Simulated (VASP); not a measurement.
# MgO (P1) in VASP: single point with PBE

Aim: the single point of MgO with PBE.

Everything below comes from runs of VASP 6.6.1. Logs are shortened: lines on timing, memory, paths and dates and some standing lists are left out, and cuts for length are marked.

## 1. The cell of the first run

The typed cell holds 128 atoms: a = 11.527 Å, b = 11.527 Å, c = 11.920 Å, α = 60.00°, β = 60.00°, γ = 60.00°.

## 2. Single point, PBE

File INCAR:

```
PREC = Accurate
ENCUT = 520
EDIFF = 1E-7
ISMEAR = -1
SIGMA = 0.05
LREAL = Auto
LASPH = True
NELM = 80
ALGO = Normal
ISIF = 2
LWAVE = False
LCHARG = True
GGA = PE
LELF = True
LVHAR = True
NBANDS = 326
```

File KPOINTS:

```
Automatic mesh
0
Gamma
  1 1 1
```

File POSCAR:

```
MgO
1.0
    0.0000000000      8.1506570000      8.1506570000
    8.1506570000      0.0000000000      8.1506570000
    8.4288080000      8.4288080000      0.0000000000
O Mg
64 64
Direct
    0.3726050000      0.1168440000      0.1467140000
    0.8919010000      0.1106970000      0.1177090000
    0.1080260000      0.3943540000      0.3624540000
    0.3681700000      0.6329970000      0.1382060000
    0.3664000000      0.1291990000      0.6477440000
    0.6302320000      0.3836080000      0.3658340000
[... 120 lines left out ...]
    0.9912850000      0.7726800000      0.7540070000
    0.5031260000      0.7441640000      0.7551400000
```

Potentials or basis: VASP PAW PBE potentials, release 64 (O, Mg).

Command:

```sh
$ cat potpaw_PBE.64/O/POTCAR potpaw_PBE.64/Mg/POTCAR > POTCAR
$ mpirun -np 1 vasp_gam > vasp.out
```

OUTCAR:

```text
PREC = Accurate
   ENCUT = 520
   EDIFF = 1E-7
   ISMEAR = -1
   LREAL = Auto
   LASPH = True
   NELM = 80
   ISIF = 2
   GGA = PE

 ion  position               nearest neighbor table
   1  0.373  0.117  0.147-  83 1.87  98 2.05  69 2.13  99 2.14  82 2.43  66 2.47
   2  0.892  0.111  0.118-  81 1.82  65 1.85  97 1.89 100 1.98  72 2.19  84 2.51
   3  0.108  0.394  0.362-  85 1.81  69 1.98 103 2.16  73 2.19 102 2.37  88 2.39
   4  0.368  0.633  0.138-  74 1.68 103 1.93  89 1.95 104 1.97  86 2.17  70 2.58
   5  0.366  0.129  0.648-  75 1.70 105 1.72  91 1.81 106 1.94  71 2.11  88 2.15
   6  0.630  0.384  0.366-  76 1.88 107 1.93  92 2.02  89 2.11  72 2.16 106 2.33
[... 163 lines left out ...]
                            98 2.80  68 2.82  69 2.84 102 2.88 111 2.94  94 2.95  88 2.99 105 3.09
 118  0.506  0.227  0.271-  35 1.72  50 1.87  53 2.04  18 2.10  19 2.29  34 2.38  72 2.66 106 2.74
                            88 2.78  71 2.81  83 2.81  69 2.89 100 3.03 103 3.10  70 3.10  89 3.18
 119  0.745  0.513  0.989-  47 1.87  19 2.02  54 2.04  62 2.05  32 2.29  36 2.39 104 2.58  93 2.66
                            89 2.90  97 2.91 112 2.93  70 2.97  84 2.99  80 3.04  90 3.07 107 3.09
 120  0.762  0.021  0.482-  20 1.77  55 1.90  35 2.17  48 2.18  61 2.24  31 2.45  92 2.60  72 2.61
                            81 2.72 106 2.79 100 2.82  91 2.90  80 2.94  68 2.95 109 3.02 108 3.10
 121  0.985  0.748  0.269-  27 1.77  61 1.81  37 1.97  21 2.34  42 2.38  51 2.41 100 2.51  96 2.58
                            81 2.81  77 2.82  73 2.82 103 2.93 109 2.97 101 2.99  74 2.99  85 3.02
 122  0.996  0.256  0.755-  22 1.81  44 1.88  62 2.04  39 2.14  52 2.18  28 2.27  84 2.57  78 2.64
                            93 2.76  75 2.85 112 2.87  65 2.89  73 2.92 105 2.95  87 3.00 102 3.05
 123  0.221  0.508  0.520-  40 2.08  22 2.10  57 2.10  37 2.11  23 2.29  53 2.35  73 2.59 109 2.62
                            88 2.80  94 2.85  93 2.88  75 2.91 103 2.93  74 3.00 110 3.04  76 3.06
 124  0.509  0.743  0.243-  38 1.90  41 1.90  24 1.94  23 2.00  54 2.05  58 2.10  90 2.56  89 2.63
                           104 2.81 107 2.84  77 2.86  98 2.87  74 2.89  83 2.94  76 2.97  94 3.04
 125  0.491  0.284  0.744-  59 1.76  40 2.06  26 2.08  43 2.21  25 2.39  55 2.47  76 2.71  82 2.74
                            99 2.74 110 2.76  66 2.80  95 2.80 108 2.99  75 3.00  92 3.01  78 3.09
 126  0.757  0.516  0.488-  56 1.96  27 2.00  26 2.02  60 2.03  41 2.20  44 2.32  96 2.67  77 2.76
                           111 2.76  73 2.91 107 2.97 112 2.99  76 3.03  78 3.04 102 3.07  92 3.13
 127  0.991  0.773  0.754-  64 1.58  32 1.88  45 1.89  48 2.04  57 2.05  29 2.22  87 2.62  68 2.71
                            79 2.77 108 2.84 110 2.95 101 3.00  94 3.00 109 3.01  80 3.12  67 3.16
 128  0.503  0.744  0.755-  31 1.93  30 2.04  47 2.08  63 2.08  60 2.10  46 2.28  95 2.65  80 2.69
                           112 2.80  91 2.83  86 2.85 111 2.88 105 2.96  71 2.96  79 2.98  70 3.00

  LATTYP: Found a base centered monoclinic cell.
 ALAT       =    19.9649507184
 B/A-ratio  =     0.5773502692
 C/A-ratio  =     0.5970530434
 COS(beta)  =    -0.5773502692

  Lattice vectors:

 A1 = (   0.0000000000,  -8.1506570000,  -8.1506570000)
 A2 = (  -8.1506570000,   0.0000000000,  -8.1506570000)
 A3 = (   8.4288080000,   8.4288080000,   0.0000000000)

Analysis of symmetry for initial positions (statically):
=====================================================================
 Subroutine PRICEL returns:
 Original cell was already a primitive cell.

 Routine SETGRP: Setting up the symmetry group for a
 base centered monoclinic supercell.

 Subroutine GETGRP returns: Found  1 space group operations
 (whereof  1 operations were pure point group operations)
 out of a pool of  4 trial point group operations.

The static configuration has the point symmetry C_1 .

Analysis of symmetry for dynamics (positions and initial velocities):
=====================================================================
 Subroutine PRICEL returns:
 Original cell was already a primitive cell.

 Routine SETGRP: Setting up the symmetry group for a
 base centered monoclinic supercell.

 Subroutine GETGRP returns: Found  1 space group operations
 (whereof  1 operations were pure point group operations)
 out of a pool of  4 trial point group operations.

The dynamic configuration has the point symmetry C_1 .

 Subroutine INISYM returns: Found  1 space group operations
 (whereof  1 operations are pure point group operations),
 and found     1 'primitive' translations

----------------------------------------------------------------------------------------

                                     Primitive cell

  volume of cell :    1119.9055

  direct lattice vectors                    reciprocal lattice vectors
     0.000000000  8.150657000  8.150657000    -0.061344748  0.061344748  0.061344748
     8.150657000  0.000000000  8.150657000     0.061344748 -0.061344748  0.061344748
     8.428808000  8.428808000  0.000000000     0.059320369  0.059320369 -0.059320369

  length of vectors
    11.526769672 11.526769672 11.920134588     0.106252220  0.106252220  0.102745893

  position of ions in fractional coordinates (direct lattice)
     0.372605000  0.116844000  0.146714000
     0.891901000  0.110697000  0.117709000
     0.108026000  0.394354000  0.362454000
     0.368170000  0.632997000  0.138206000
     0.366400000  0.129199000  0.647744000
     0.630232000  0.383608000  0.365834000
[... 120 lines left out ...]
     0.991285000  0.772680000  0.754007000
     0.503126000  0.744164000  0.755140000

  ion indices of the primitive-cell ions
   primitive index   ion index
                 1           1
                 2           2
                 3           3
                 4           4
                 5           5
                 6           6
[... 18 lines left out ...]
                25          25
                26          26
   k-points           NKPTS =      1   k-points in BZ     NKDIM =      1   number of bands    NBANDS=    326
   number of dos      NEDOS =    301   number of ions     NIONS =    128
   total plane-waves  NPLWV = 729000
   dimension x,y,z NGX =    90 NGY =   90 NGZ =   90
   dimension x,y,z NGXF=   180 NGYF=  180 NGZF=  180
   ions per type =              64  64
   NGX,Y,Z   is equivalent  to a cutoff of  12.98, 12.98, 12.55 a.u.
   NGXF,Y,Z  is equivalent  to a cutoff of  25.96, 25.96, 25.10 a.u.
 SYSTEM =  unknown system
   PREC   = accura    normal or accurate (medium, high low for compatibility)
   ISTART =      0    job   : 0-new  1-cont  2-samecut
   ICHARG =      2    charge: 1-file 2-atom 10-const
   ISPIN  =      1    spin polarized calculation?
   LNONCOLLINEAR =      F non collinear calculations
   LSORBIT =      F    spin-orbit coupling
   LASPH  =      T    aspherical Exc in radial PAW
   ENCUT  =  520.0 eV  38.22 Ry    6.18 a.u.  21.43 21.43 22.16*2*pi/ulx,y,z
   NELM   =     80;   NELMIN=  2; NELMDL= -5     # of ELM steps
   EDIFF  = 0.1E-06   stopping-criterion for ELM
   LREAL  =      T    real-space projection
   EDIFFG = 0.1E-05   stopping-criterion for IOM
   NSW    =      0    number of steps for IOM
   IBRION =     -1    ionic relax: 0-MD 1-quasi-New 2-CG
   NFREE  =      0    steps in history (QN), initial steepest desc. (CG)
   ISIF   =      2    stress and relaxation
   ISYM   =      2    0-nonsym 1-usesym 2-fastsym
   POTIM  = 0.5000    time-step for ionic-motion
   TEBEG  =    0.0;   TEEND  =   0.0 temperature during run
   PSTRESS=    0.0 pullay stress
   NELECT =     512.0000    total number of electrons
   NUPDOWN=      -1.0000    fix difference up-down
   EMIN   =  10.00;   EMAX   =-10.00  energy-range for DOS
   EFERMI =   0.00;   METHOD = LEGACY
   ISMEAR =    -1;   SIGMA  =   0.05  broadening in eV -4-tet -1-fermi 0-gaus
   EFERMI_NEDOS =   21; number of points for ismear=-14 and -15
   IALGO  =     38    algorithm
   IMIX   =      4    mixing-type and parameters
     AMIX     =   0.40;   BMIX     =  1.00
     AMIX_MAG =   1.60;   BMIX_MAG =  1.00
  volume/ion in A,a.u.               =       8.75        59.04
  Fermi-wavevector in a.u.,A,eV,Ry     =   1.261162  2.383251 21.640483  1.590531
  Thomas-Fermi vector in A             =   2.394635
   LORBIT       =      0    0 simple, 1 ext, 2 COOP (PROOUT), +10 PAW based schemes
   GGA     = PE    functional components
   LHFCALC =     F    Hartree Fock is set to
   AEXX    =    0.0000 exact exchange contribution
   IVDW    =     0    specifies the selected vdW correction
   LEPSILON=     F    determine dielectric tensor
   LRPA    =     F    only Hartree local field effects (RPA)
 non-spin polarized calculation
  energy-cutoff  :      520.00
  volume of cell :     1119.91
 maximum number of plane-waves:     15094
 NGX is ok and might be reduce to    90
   NGX = 43   NGY = 43   NGZ = 45

 number of electron     511.9999998 magnetization

 Free energy of the ion-electron system (eV)
  ---------------------------------------------------
  ext. energy  EPLUGINS =         0.00000000
  ---------------------------------------------------
  free energy    TOTEN  =      -690.66400767 eV

  energy without entropy =     -690.66400767  energy(sigma->0) =     -690.66400767

 E-fermi :   7.0902     XC(G=0): -11.3485

 val. band max:        6.0192671684   @ k =   0.0000   0.0000   0.0000
 cond. band min:       8.1589268381   @ k =   0.0000   0.0000   0.0000
 fundamental gap:      2.1396596697
 Fermi energy:         7.0901559533

 k-point     1 :       0.0000    0.0000    0.0000
  band No.  band energies     occupation
      1     -16.2592      2.00000
      2     -15.6989      2.00000
      3     -14.6294      2.00000
      4     -14.2579      2.00000
      5     -14.1525      2.00000
      6     -14.1152      2.00000
[... 260 lines left out ...]
    267      10.8510      0.00000
    268      10.9320      0.00000
 [bands above 268 left out]

------------------------ aborting loop because EDIFF is reached ----------------------------------------

  FORCE on cell =-STRESS in cart. coord.  units (eV):
  Direction    XX          YY          ZZ          XY          YZ          ZX
  --------------------------------------------------------------------------------------
  -------------------------------------------------------------------------------------
  Total      242.1622608    238.5244109    276.3720235    -32.1234784     24.5756179     16.3954665
  in kB      346.4460814    341.2416419    395.3878041    -45.9570090     35.1587671     23.4559468
  external PRESSURE =     361.0251758 kB  Pullay stress =       0.0000000 kB

 VOLUME and BASIS-vectors are now :
 -----------------------------------------------------------------------------
  energy-cutoff  :      520.00
  volume of cell :     1119.91
      direct lattice vectors                 reciprocal lattice vectors
     0.000000000  8.150657000  8.150657000    -0.061344748  0.061344748  0.061344748
     8.150657000  0.000000000  8.150657000     0.061344748 -0.061344748  0.061344748
     8.428808000  8.428808000  0.000000000     0.059320369  0.059320369 -0.059320369

 POSITION                                       TOTAL-FORCE (eV/Angst)
 -----------------------------------------------------------------------------------
      2.18898      4.27360      3.98933         0.134840     -3.437457      1.495391
      1.89440      8.26173      8.17183         2.737218     -1.963344     -0.819645
      6.26930      3.93554      4.09473        -0.698140      4.622248      0.180628
      6.32425      4.16574      8.16017        -5.377335      0.477680      0.553780
      6.51277      8.44611      4.03946        -6.094617     -2.495713      2.967855
      6.21020      8.22035      8.26346        -1.618114     -0.385122     -2.068823
[... 120 lines left out ...]
     12.65323     14.43500     14.37747       -10.309601     -2.183885     -2.206333
     12.43036     10.46574     10.16623         0.712316      0.116770     -0.023367
 -----------------------------------------------------------------------------------
    total drift:                                0.007146      0.023285      0.015562

  FREE ENERGIE OF THE ION-ELECTRON SYSTEM (eV)
  ---------------------------------------------------
  free  energy   TOTEN  =      -690.6640076704 eV

  energy  without entropy=     -690.6640076681  energy(sigma->0) =     -690.66400767
```

It took 23 min on 1 thread of Intel Xeon Platinum 8259CL at 2.50GHz (Skylake/Cascade Lake), shared host; peak memory 1.4 GiB.

What came out:

* Free energy: -690.6640 eV
* Pressure: 36.1 GPa
* Largest force: 12.029 eV/Å
* Band gap on the k mesh: 2.14 eV

Stress tensor (GPa, compression positive):
```
34.64 -4.60  2.35
-4.60 34.12  3.52
 2.35  3.52 39.54
```

Caveat: the k points lie up to 0.67 Å⁻¹ apart; forces of over 1 eV/Å act on the atoms, so gaps and moduli don't describe the material at rest.
